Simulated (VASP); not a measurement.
**HoNbSe3: single point with PBE**

Crystal: HoNbSe3.

```xyz
5
Lattice="4.1692 0.0000 0.0000 0.0000 4.1692 0.0000 0.0000 0.0000 9.7425" Properties=species:S:1:pos:R:3 pbc="T T T"
Ho    0.0000    0.0000    0.0000
Nb    2.0846    2.0846    0.0000
Se    2.0846    2.0846    7.3566
Se    2.0846    2.0846    2.3859
Se    2.0846    2.0846    4.8713
```

The cell was generated, and may not be a known phase.

```yaml
Program: VASP 6.6.1
Task: single point
Functional: PBE
Potentials_or_basis: VASP PAW PBE potentials, release 64 (Ho_3, Nb_sv, Se), 4f in core
Cutoff: 500 eV
k_mesh: 4 × 4 × 2
Occupations: gaussian, width 0.1 eV
Spin: no spin polarisation
Dipole_correction: no
Further_INCAR_settings: ALGO = Normal; EDIFF = 1e-06; NBANDS = 28
```

* Pressure: 0.1 GPa
* Largest force: 0.048 eV/Å
* Band gap on the k mesh: zero (bands 20 and 21 overlap by 0.95 eV)

Forces on the atoms (eV/Å):
```
Ho   0.000  0.000  0.000
Nb   0.000  0.000  0.000
Se   0.000  0.000  0.048
Se   0.000  0.000 -0.048
Se   0.000  0.000  0.000
```

Stress tensor (GPa, compression positive):
```
0.05 0.00 0.00
0.00 0.05 0.00
0.00 0.00 0.15
```

Levels at points of the mesh, in eV from the Fermi level:
| k point | band 16 | band 17 | band 18 | band 19 | band 20 | band 21 | band 22 | band 23 | band 24 | band 25 |
| --- | --- | --- | --- | --- | --- | --- | --- | --- | --- | --- |
| (0.00, 0.00, 0.00) | -2.44 | -2.04 | -2.04 | -1.49 | 0.17 | 0.17 | 1.41 | 1.41 | 1.72 | 2.62 |
| (0.50, 0.00, 0.00) | -1.92 | -1.67 | -1.03 | 0.18 | 0.36 | 0.48 | 0.95 | 1.34 | 1.40 | 1.76 |
| (0.50, 0.50, 0.00) | -3.07 | -1.48 | -1.10 | -0.97 | -0.97 | 0.61 | 0.61 | 1.39 | 1.79 | 3.22 |
| (0.00, 0.00, 0.50) | -1.51 | -1.51 | -1.49 | -1.49 | -0.59 | -0.59 | 1.14 | 1.78 | 2.00 | 2.00 |
| (0.50, 0.00, 0.50) | -1.48 | -1.44 | -1.03 | -0.35 | -0.08 | 0.48 | 0.97 | 1.58 | 1.82 | 1.95 |
| (0.50, 0.50, 0.50) | -1.63 | -1.63 | -1.48 | -1.10 | -1.09 | 1.34 | 1.34 | 1.38 | 1.39 | 1.82 |

It took 83 s on 1 thread of Intel(R) Xeon(R) Platinum 8488C (Sapphire Rapids) (shared host), peak memory 0.26 GiB.

Caveat: the k points lie up to 0.38 Å⁻¹ apart, too coarse for converged energies and pressures of a metal; spin-orbit coupling is left out, which moves the levels of the heavy elements; the 4f electrons are frozen in the core, so they carry no moment and show no levels; the run has no spin polarisation, though such a crystal can be magnetic. With open d or f shells a metallic result of PBE can be an artefact of self-interaction; +U or a hybrid may open a gap.
